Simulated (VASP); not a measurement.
Wanted: the native input for a VASP 6.6.1 run.

```yaml
Task: single point
Functional: PBE
Potentials_or_basis: VASP PAW PBE potentials, release 64 (Na_pv, Cl)
Cutoff: 520 eV
k_mesh: 6 × 6 × 6
Occupations: gaussian, width 0.01 eV
Spin: no spin polarisation
Dipole_correction: no
Further_INCAR_settings: ALGO = Normal; EDIFF = 1e-07; NBANDS = 14
```

The structure of NaCl lies in POSCAR:

```
NaCl
1.0
    0.0000000000      3.0872727977      3.0872727977
    3.0872727977      0.0000000000      3.0872727977
    3.0872727977      3.0872727977      0.0000000000
Na Cl
1 1
Direct
    0.0000000000      0.0000000000      0.0000000000
    0.2500000000      0.2500000000      0.2500000000
```

These files were run (other wordings do the same):

INCAR

```
PREC = Accurate ; ENCUT = 520
EDIFF = 1E-7 ; ISMEAR = 0
SIGMA = 0.01 ; LREAL = False
LASPH = True ; NELM = 60
ALGO = Normal ; ISIF = 2
LWAVE = False ; LCHARG = False
GGA = PE ; NBANDS = 14
```

KPOINTS

```
Automatic mesh
0
Gamma
  6 6 6
```

Potentials or basis: VASP PAW PBE potentials, release 64 (Na_pv, Cl).

The run is started by

```bash
$ cat potpaw_PBE.64/Na_pv/POTCAR potpaw_PBE.64/Cl/POTCAR > POTCAR
$ mpirun -np 1 vasp_std > vasp.out
```

It gave:

```yaml
Pressure: 0.7 GPa
Band_gap_on_the_k_mesh: 4.94 eV, direct
```

Run time: 15 s on 1 thread of Intel Xeon 8259CL (shared host), peak memory 0.16 GiB.
